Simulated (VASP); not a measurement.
# HfC (P6_3/mmc) in VASP: notebook

Runs on HfC. Level: LDA. Tasks: single point.

Everything below comes from runs of VASP 6.6.1. Logs are shortened: lines on timing, memory, paths and dates and some standing lists are left out, and cuts for length are marked.

## (1) The cell of the first run

It takes space group P6_3/mmc (No. 194, hexagonal). The conventional cell has a = 3.275 Å, b = 3.275 Å, c = 5.097 Å, α = 90.00°, β = 90.00°, γ = 120.00°. Hf (site symmetry -6m2) has 6 C at 2.28 Å within 3.0 Å. Within 3.0 Å of C (site symmetry -3m) lie 6 Hf at 2.28 Å and 2 C at 2.55 Å.

## (2) Single point, LDA

File INCAR:

```
SYSTEM = HfC
PREC     = Accurate       ! precision mode
ENCUT    = 520            ! plane-wave cutoff, eV
EDIFF    = 1E-6           ! SCF threshold, eV
ISMEAR   = -1             ! smearing method
SIGMA    = 0.1            ! smearing width, eV
LREAL    = .FALSE.        ! projectors in reciprocal space
LASPH    = .TRUE.         ! aspherical terms in the spheres
NELM     = 80             ! most SCF steps
ALGO     = Normal         ! electronic algorithm
ISIF     = 2              ! what is computed and relaxed
LWAVE    = .FALSE.        ! write WAVECAR
LCHARG   = .FALSE.        ! write CHGCAR
GGA      = CA             ! functional
NBANDS   = 22             ! bands
```

File KPOINTS:

```
Automatic mesh
0
G
  8 8 5
  0 0 0
```

File POSCAR:

```
HfC
1.0
    3.2746251459      0.0000000000      0.0000000000
   -1.6373125778      2.8359085635      0.0000000000
    0.0000000000      0.0000000000      5.0965063620
Hf C
2 2
Direct
    0.6666666667      0.3333333333      0.7500000000
    0.3333333333      0.6666666667      0.2500000000
    0.0000000000      0.0000000000      0.0000000000
    0.0000000000      0.0000000000      0.5000000000
```

Potentials or basis: VASP PAW LDA potentials, release 64 (Hf_pv, C).

On the command line:

```
$ cat potpaw_LDA.64/Hf_pv/POTCAR potpaw_LDA.64/C/POTCAR > POTCAR
$ mpirun -np 1 vasp_std > vasp.out
```

OUTCAR:

```text
SYSTEM = HfC
   PREC = Accurate
   ENCUT = 520
   EDIFF = 1E-6
   ISMEAR = -1
   LREAL = .FALSE.
   LASPH = .TRUE.
   NELM = 80
   ISIF = 2
   GGA = CA

 ion  position               nearest neighbor table
   1  0.667  0.333  0.750-   3 2.28   4 2.28   3 2.28   4 2.28   3 2.28   4 2.28   2 3.17   2 3.17
                             2 3.17   2 3.17   2 3.17   2 3.17
   2  0.333  0.667  0.250-   3 2.28   4 2.28   3 2.28   4 2.28   3 2.28   4 2.28   1 3.17   1 3.17
                             1 3.17   1 3.17   1 3.17   1 3.17
   3  0.000  0.000  0.000-   1 2.28   2 2.28   1 2.28   2 2.28   1 2.28   2 2.28
   4  0.000  0.000  0.500-   1 2.28   2 2.28   1 2.28   2 2.28   1 2.28   2 2.28

  LATTYP: Found a hexagonal cell.
 ALAT       =     3.2746251459
 C/A-ratio  =     1.5563632889

  Lattice vectors:

 A1 = (   3.2746251459,   0.0000000000,   0.0000000000)
 A2 = (  -1.6373125778,   2.8359085635,   0.0000000000)
 A3 = (   0.0000000000,   0.0000000000,   5.0965063620)

Analysis of symmetry for initial positions (statically):
=====================================================================
 Subroutine PRICEL returns:
 Original cell was already a primitive cell.

 Routine SETGRP: Setting up the symmetry group for a
 hexagonal supercell.

 Subroutine GETGRP returns: Found 24 space group operations
 (whereof 12 operations were pure point group operations)
 out of a pool of 24 trial point group operations.

The static configuration has the point symmetry D_3d.
 The point group associated with its full space group is D_6h.

Analysis of symmetry for dynamics (positions and initial velocities):
=====================================================================
 Subroutine PRICEL returns:
 Original cell was already a primitive cell.

 Routine SETGRP: Setting up the symmetry group for a
 hexagonal supercell.

 Subroutine GETGRP returns: Found 24 space group operations
 (whereof 12 operations were pure point group operations)
 out of a pool of 24 trial point group operations.

The dynamic configuration has the point symmetry D_3d.
 The point group associated with its full space group is D_6h.

 Subroutine INISYM returns: Found 24 space group operations
 (whereof 12 operations are pure point group operations),
 and found     1 'primitive' translations

----------------------------------------------------------------------------------------

                                     Primitive cell

  volume of cell :      47.3289

  direct lattice vectors                    reciprocal lattice vectors
     3.274625146  0.000000000  0.000000000     0.305378465  0.176310339  0.000000000
    -1.637312578  2.835908563  0.000000000     0.000000000  0.352620678  0.000000000
     0.000000000  0.000000000  5.096506362     0.000000000  0.000000000  0.196212842

  length of vectors
     3.274625146  3.274625148  5.096506362     0.352620678  0.352620678  0.196212842

  position of ions in fractional coordinates (direct lattice)
     0.666666667  0.333333333  0.750000000
     0.333333333  0.666666667  0.250000000
     0.000000000  0.000000000  0.000000000
     0.000000000  0.000000000  0.500000000

  ion indices of the primitive-cell ions
   primitive index   ion index
                 1           1
                 2           2
                 3           3
                 4           4

----------------------------------------------------------------------------------------

 KPOINTS: Automatic mesh

Automatic generation of k-mesh.
 Grid dimensions read from file:
 generate k-points for:    8    8    5

 Generating k-lattice:

  Cartesian coordinates                     Fractional coordinates (reciprocal lattice)
     0.038172308  0.022038792  0.000000000     0.125000000  0.000000000  0.000000000
     0.000000000  0.044077585  0.000000000     0.000000000  0.125000000  0.000000000
     0.000000000  0.000000000  0.039242568     0.000000000  0.000000000  0.200000000

  Length of vectors
     0.044077585  0.044077585  0.039242568

  Shift w.r.t. Gamma in fractional coordinates (k-lattice)
     0.000000000  0.000000000  0.000000000

 Subroutine IBZKPT returns following result:
 ===========================================

 Found     30 irreducible k-points:

 Following reciprocal coordinates:
            Coordinates               Weight
  0.000000  0.000000  0.000000      1.000000
  0.125000 -0.000000  0.000000      6.000000
  0.250000 -0.000000  0.000000      6.000000
  0.375000 -0.000000  0.000000      6.000000
  0.500000 -0.000000  0.000000      3.000000
  0.125000  0.125000  0.000000      6.000000
[... 16 lines left out ...]
  0.250000 -0.000000  0.400000     12.000000
  0.375000 -0.000000  0.400000     12.000000
 [... further k-points ...]
   k-points           NKPTS =     30   k-points in BZ     NKDIM =     30   number of bands    NBANDS=     22
   number of dos      NEDOS =    301   number of ions     NIONS =      4
   total plane-waves  NPLWV =  23040
   dimension x,y,z NGX =    24 NGY =   24 NGZ =   40
   dimension x,y,z NGXF=    48 NGYF=   48 NGZF=   80
   ions per type =               2   2
   NGX,Y,Z   is equivalent  to a cutoff of  12.18, 12.18, 13.05 a.u.
   NGXF,Y,Z  is equivalent  to a cutoff of  24.37, 24.37, 26.10 a.u.
 SYSTEM =  HfC
   PREC   = accura    normal or accurate (medium, high low for compatibility)
   ISTART =      0    job   : 0-new  1-cont  2-samecut
   ICHARG =      2    charge: 1-file 2-atom 10-const
   ISPIN  =      1    spin polarized calculation?
   LNONCOLLINEAR =      F non collinear calculations
   LSORBIT =      F    spin-orbit coupling
   LASPH  =      T    aspherical Exc in radial PAW
   ENCUT  =  520.0 eV  38.22 Ry    6.18 a.u.   6.09  6.09  9.48*2*pi/ulx,y,z
   NELM   =     80;   NELMIN=  2; NELMDL= -5     # of ELM steps
   EDIFF  = 0.1E-05   stopping-criterion for ELM
   LREAL  =      F    real-space projection
   EDIFFG = 0.1E-04   stopping-criterion for IOM
   NSW    =      0    number of steps for IOM
   IBRION =     -1    ionic relax: 0-MD 1-quasi-New 2-CG
   NFREE  =      0    steps in history (QN), initial steepest desc. (CG)
   ISIF   =      2    stress and relaxation
   ISYM   =      2    0-nonsym 1-usesym 2-fastsym
   POTIM  = 0.5000    time-step for ionic-motion
   TEBEG  =    0.0;   TEEND  =   0.0 temperature during run
   PSTRESS=    0.0 pullay stress
   NELECT =      28.0000    total number of electrons
   NUPDOWN=      -1.0000    fix difference up-down
   EMIN   =  10.00;   EMAX   =-10.00  energy-range for DOS
   EFERMI =   0.00;   METHOD = LEGACY
   ISMEAR =    -1;   SIGMA  =   0.10  broadening in eV -4-tet -1-fermi 0-gaus
   EFERMI_NEDOS =   21; number of points for ismear=-14 and -15
   IALGO  =     38    algorithm
   IMIX   =      4    mixing-type and parameters
     AMIX     =   0.40;   BMIX     =  1.00
     AMIX_MAG =   1.60;   BMIX_MAG =  1.00
  volume/ion in A,a.u.               =      11.83        79.85
  Fermi-wavevector in a.u.,A,eV,Ry     =   1.374312  2.597073 25.697784  1.888734
  Thomas-Fermi vector in A             =   2.499750
   LORBIT       =      0    0 simple, 1 ext, 2 COOP (PROOUT), +10 PAW based schemes
   GGA     = CA    functional components
   LHFCALC =     F    Hartree Fock is set to
   AEXX    =    0.0000 exact exchange contribution
   IVDW    =     0    specifies the selected vdW correction
   LEPSILON=     F    determine dielectric tensor
   LRPA    =     F    only Hartree local field effects (RPA)
 non-spin polarized calculation
  energy-cutoff  :      520.00
  volume of cell :       47.33
 maximum number of plane-waves:      1292
   NGX = 13   NGY = 13   NGZ = 19

 number of electron      27.9999997 magnetization

 Free energy of the ion-electron system (eV)
  ---------------------------------------------------
  ext. energy  EPLUGINS =         0.00000000
  ---------------------------------------------------
  free energy    TOTEN  =       -45.04025900 eV

  energy without entropy =      -45.01661829  energy(sigma->0) =      -45.02843864

 E-fermi :   6.7093     XC(G=0): -12.7815

 val. band max:        6.6575216194   @ k =   0.2500   0.2500   0.2000
 cond. band min:       6.9146278990   @ k =   0.3750   0.2500   0.0000
 fundamental gap:      0.2571062795
 Fermi energy:         6.7093101626

 k-point     1 :       0.0000    0.0000    0.0000
  band No.  band energies     occupation
      1     -23.5587      2.00000
      2     -22.8294      2.00000
      3     -22.8294      2.00000
      4     -22.7184      2.00000
      5     -22.7184      2.00000
      6     -22.6131      2.00000
[... 14 lines left out ...]
     21      11.3286      0.00000
     22      15.4657      0.00000

 k-point     2 :       0.1250   -0.0000    0.0000
  band No.  band energies     occupation
      1     -23.5129      2.00000
      2     -22.9234      2.00000
      3     -22.8646      2.00000
      4     -22.8049      2.00000
      5     -22.7220      2.00000
      6     -22.6307      2.00000
[... 14 lines left out ...]
     21      12.1182      0.00000
     22      14.7957      0.00000

 k-point     3 :       0.2500   -0.0000    0.0000
  band No.  band energies     occupation
      1     -23.3898      2.00000
      2     -23.1508      2.00000
      3     -22.9995      2.00000
      4     -22.9392      2.00000
      5     -22.7406      2.00000
      6     -22.6852      2.00000
[... 14 lines left out ...]
     21      13.8157      0.00000
     22      13.8480      0.00000

 k-point     4 :       0.3750   -0.0000    0.0000
  band No.  band energies     occupation
      1     -23.3732      2.00000
      2     -23.2328      2.00000
      3     -23.1811      2.00000
      4     -23.0066      2.00000
      5     -22.7730      2.00000
      6     -22.7653      2.00000
[... 14 lines left out ...]
     21      13.2446      0.00000
     22      14.2041      0.00000

 k-point     5 :       0.5000   -0.0000    0.0000
  band No.  band energies     occupation
      1     -23.4631      2.00000
      2     -23.2538      2.00000
      3     -23.1404      2.00000
      4     -23.0333      2.00000
      5     -22.8365      2.00000
      6     -22.7765      2.00000
[... 417 lines left out ...]
 k-point    22 :       0.1250   -0.0000    0.4000
  band No.  band energies     occupation
      1     -23.2536      2.00000
      2     -23.0202      2.00000
      3     -22.8500      2.00000
      4     -22.8157      2.00000
      5     -22.7789      2.00000
      6     -22.7716      2.00000
[... 14 lines left out ...]
     21      12.7696      0.00000
     22      12.8583      0.00000

 k-point    23 :       0.2500   -0.0000    0.4000
  band No.  band energies     occupation
      1     -23.3116      2.00000
      2     -23.1982      2.00000
      3     -22.9299      2.00000
      4     -22.8714      2.00000
      5     -22.8101      2.00000
      6     -22.7957      2.00000
[... 14 lines left out ...]
     21      13.9574      0.00000
     22      14.1338      0.00000

 k-point    24 :       0.3750   -0.0000    0.4000
  band No.  band energies     occupation
      1     -23.4480      2.00000
      2     -23.3779      2.00000
      3     -22.9246      2.00000
      4     -22.9229      2.00000
      5     -22.8501      2.00000
      6     -22.8027      2.00000
[... 14 lines left out ...]
     21      14.4975      0.00000
     22      14.7619      0.00000

 [... further k-points ...]
[... 5 lines left out ...]
  --------------------------------------------------------------------------------------
  -------------------------------------------------------------------------------------
  Total        0.5368819      0.5368819      1.3327669     -0.0000000      0.0000000     -0.0000000
  in kB       18.1745211     18.1745211     45.1168122     -0.0000000      0.0000000     -0.0000000
  external PRESSURE =      27.1552848 kB  Pullay stress =       0.0000000 kB

 VOLUME and BASIS-vectors are now :
 -----------------------------------------------------------------------------
  energy-cutoff  :      520.00
  volume of cell :       47.33
      direct lattice vectors                 reciprocal lattice vectors
     3.274625146  0.000000000  0.000000000     0.305378465  0.176310339  0.000000000
    -1.637312578  2.835908563  0.000000000     0.000000000  0.352620678  0.000000000
     0.000000000  0.000000000  5.096506362     0.000000000  0.000000000  0.196212842

 POSITION                                       TOTAL-FORCE (eV/Angst)
 -----------------------------------------------------------------------------------
      1.63731      0.94530      3.82238        -0.000000     -0.000000      0.000000
     -0.00000      1.89061      1.27413         0.000000      0.000000      0.000000
      0.00000      0.00000      0.00000        -0.000000      0.000000      0.000000
      0.00000      0.00000      2.54825         0.000000      0.000000      0.000000
 -----------------------------------------------------------------------------------
    total drift:                               -0.000000      0.000000     -0.000000

  FREE ENERGIE OF THE ION-ELECTRON SYSTEM (eV)
  ---------------------------------------------------
  free  energy   TOTEN  =       -45.0402590017 eV

  energy  without entropy=      -45.0166182865  energy(sigma->0) =      -45.02843864
```

It took 17 s on 1 thread of Intel Xeon Platinum 8259CL at 2.50GHz (Skylake/Cascade Lake), shared host; peak memory 0.15 GiB.

What came out:

```
Free energy            : -45.0403 eV
Pressure               : 2.7 GPa
Band gap on the k mesh : zero (band 14 reaches 7.80 eV, above the bottom of band 15 at 6.58 eV)
```

Levels at points of the mesh, in eV from the Fermi level:
```
           k point  band 10  band 11  band 12  band 13  band 14  band 15  band 16  band 17  band 18  band 19
(0.00, 0.00, 0.00)    -3.18    -3.18    -1.19    -1.19     1.09     1.51     1.51     2.04     2.04     2.52
(0.50, 0.00, 0.00)    -3.99    -3.60    -3.23    -1.81    -0.94     1.66     4.65     5.16     5.21     5.97
```

Caveat: spin-orbit coupling is left out, which moves the levels of the heavy elements.

## (3) Single point, LDA

This run uses another cell than the first one, of 12.08 Å³/atom, 1.021 times its volume.

File INCAR:

```
SYSTEM = HfC
PREC = Accurate ; ENCUT = 520
EDIFF = 1E-7 ; ISMEAR = -1
SIGMA = 0.1 ; LREAL = .FALSE.
LASPH = .TRUE. ; NELM = 100
ALGO = Normal ; ISIF = 2
LWAVE = .FALSE. ; LCHARG = .FALSE.
GGA = CA ; NBANDS = 22
```

File KPOINTS:

```
regular mesh
0
G
  8 8 5
  0 0 0
```

File POSCAR:

```
HfC
1.0
    3.2976866462      0.0000000000      0.0000000000
   -1.6488433280      2.8558804085      0.0000000000
    0.0000000000      0.0000000000      5.1323984344
Hf C
2 2
Direct
    0.6666666667      0.3333333333      0.7500000000
    0.3333333333      0.6666666667      0.2500000000
    0.0000000000      0.0000000000      0.0000000000
    0.0000000000      0.0000000000      0.5000000000
```

Potentials or basis: VASP PAW LDA potentials, release 64 (Hf_pv, C).

On the command line:

```
$ cat potpaw_LDA.64/Hf_pv/POTCAR potpaw_LDA.64/C/POTCAR > POTCAR
$ mpirun -np 1 vasp_std > vasp.out
```

OUTCAR:

```text
SYSTEM = HfC
   PREC = Accurate
   ENCUT = 520
   EDIFF = 1E-7
   ISMEAR = -1
   LREAL = .FALSE.
   LASPH = .TRUE.
   NELM = 100
   ISIF = 2
   GGA = CA

 ion  position               nearest neighbor table
   1  0.667  0.333  0.750-   3 2.30   4 2.30   3 2.30   4 2.30   3 2.30   4 2.30   2 3.20   2 3.20
                             2 3.20   2 3.20   2 3.20   2 3.20
   2  0.333  0.667  0.250-   3 2.30   4 2.30   3 2.30   4 2.30   3 2.30   4 2.30   1 3.20   1 3.20
                             1 3.20   1 3.20   1 3.20   1 3.20
   3  0.000  0.000  0.000-   1 2.30   2 2.30   1 2.30   2 2.30   1 2.30   2 2.30
   4  0.000  0.000  0.500-   1 2.30   2 2.30   1 2.30   2 2.30   1 2.30   2 2.30

[... 804 lines left out ...]
  -------------------------------------------------------------------------------------
  Total       -1.1554136     -1.1554136     -0.2741374      0.0000000      0.0000000      0.0000000
  in kB      -38.2981922    -38.2981921     -9.0867611      0.0000001      0.0000000      0.0000000
  external PRESSURE =     -28.5610485 kB  Pullay stress =       0.0000000 kB

 VOLUME and BASIS-vectors are now :
 -----------------------------------------------------------------------------
  energy-cutoff  :      520.00
  volume of cell :       48.34
      direct lattice vectors                 reciprocal lattice vectors
     3.297686646  0.000000000  0.000000000     0.303242881  0.175077360  0.000000000
    -1.648843328  2.855880409  0.000000000     0.000000000  0.350154718  0.000000000
     0.000000000  0.000000000  5.132398434     0.000000000  0.000000000  0.194840680

 POSITION                                       TOTAL-FORCE (eV/Angst)
 -----------------------------------------------------------------------------------
      1.64884      0.95196      3.84930         0.000000      0.000000      0.000000
     -0.00000      1.90392      1.28310        -0.000000     -0.000000      0.000000
      0.00000      0.00000      0.00000        -0.000000      0.000000      0.000000
      0.00000      0.00000      2.56620         0.000000      0.000000      0.000000
 -----------------------------------------------------------------------------------
    total drift:                               -0.000000      0.000000     -0.000000

  FREE ENERGIE OF THE ION-ELECTRON SYSTEM (eV)
  ---------------------------------------------------
  free  energy   TOTEN  =       -45.0398375614 eV

  energy  without entropy=      -45.0156134414  energy(sigma->0) =      -45.02772550
```

Wall time 29 s (1 thread of Intel Xeon Platinum 8259CL at 2.50GHz (Skylake/Cascade Lake), shared host); peak memory 0.17 GiB.

What came out:

```yaml
Free_energy: -45.0398 eV
Pressure: -2.9 GPa
Band_gap_on_the_k_mesh: zero (band 14 reaches 7.62 eV, above the bottom of band 15 at 6.42 eV)
```

Caveat: spin-orbit coupling is left out, which moves the levels of the heavy elements.

## (4) Single point, LDA

This run uses another cell than the first one, of 12.34 Å³/atom, 1.043 times its volume.

File INCAR:

```
SYSTEM = HfC
PREC = Accurate
ENCUT = 520
EDIFF = 1E-6
ISMEAR = -1
SIGMA = 0.1
LREAL = .FALSE.
LASPH = .TRUE.
NELM = 100
ALGO = Normal
ISIF = 2
LWAVE = .FALSE.
LCHARG = .FALSE.
NBANDS = 22
```

File KPOINTS:

```
Automatic mesh
0
G
  8 8 5
  0 0 0
```

File POSCAR:

```
HfC
1.0
    3.3204300314      0.0000000000      0.0000000000
   -1.6602150207      2.8755767579      0.0000000000
    0.0000000000      0.0000000000      5.1677954043
Hf C
2 2
Direct
    0.6666666667      0.3333333333      0.7500000000
    0.3333333333      0.6666666667      0.2500000000
    0.0000000000      0.0000000000      0.0000000000
    0.0000000000      0.0000000000      0.5000000000
```

On the command line:

```
$ cat potpaw_LDA.64/Hf_pv/POTCAR potpaw_LDA.64/C/POTCAR > POTCAR
$ mpirun -np 1 vasp_std > vasp.out
```

Wall time 25 s (1 thread of Intel Xeon Platinum 8259CL at 2.50GHz (Skylake/Cascade Lake), shared host); peak memory 0.17 GiB.

It converged, with:

- Free energy: -45.0063 eV
- Pressure: -7.8 GPa
- Band gap on the k mesh: zero (band 14 reaches 7.44 eV, above the bottom of band 15 at 6.26 eV)

Stress tensor (GPa, compression positive):
```
-8.90  0.00  0.00
 0.00 -8.90  0.00
 0.00  0.00 -5.75
```

Levels at points of the mesh, in eV from the Fermi level:
```
           k point  band 11  band 12  band 13  band 14  band 15  band 16  band 17  band 18
(0.00, 0.00, 0.00)    -3.08    -1.16    -1.16     1.05     1.46     1.46     1.95     1.95
(0.50, 0.00, 0.00)    -3.47    -3.20    -1.76    -1.00     1.55     4.43     4.90     4.94
```

Caveat: spin-orbit coupling is left out, which moves the levels of the heavy elements.

(Part 1 of 2 ends here.)
